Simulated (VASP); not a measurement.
LiCl:

```
Cl Li
1.0
     0.00000    2.56477    2.56477
     2.56477    0.00000    2.56477
     2.56477    2.56477    0.00000
Cl Li
1 1
Direct
  0.50000 0.50000 0.50000
  0.00000 0.00000 0.00000
```

Program: VASP 6.6.1. Alike in all runs: task single point; potentials or basis VASP PAW PBE potentials, release 64 (Cl, Li_sv); no spin polarisation; cell as given; k mesh 5 × 5 × 5; cutoff (eV) 520; smearing fermi-dirac 0.05 eV.

Q: Order these runs on this cell by their band gap on the k mesh, lowest first.
A. level PBE-based screened hybrid with 50 % exact exchange; share of exact exchange 0.5; screening parameter 0.20787 1/Å
B. level PBE-based screened hybrid with 35 % exact exchange; share of exact exchange 0.35; screening parameter 0.20787 1/Å
C. level PBE-based screened hybrid with 15 % exact exchange; share of exact exchange 0.15; screening parameter 0.20787 1/Å
D. level PBE0; share of exact exchange 0.25
E. level PBE-based screened hybrid with 25 % exact exchange; share of exact exchange 0.25; screening parameter 0.20787 1/Å

A: C (7.17 eV), E (7.73 eV), B (8.30 eV), D (8.47 eV), A (9.15 eV).

Caveats: all runs use coarse meshes.
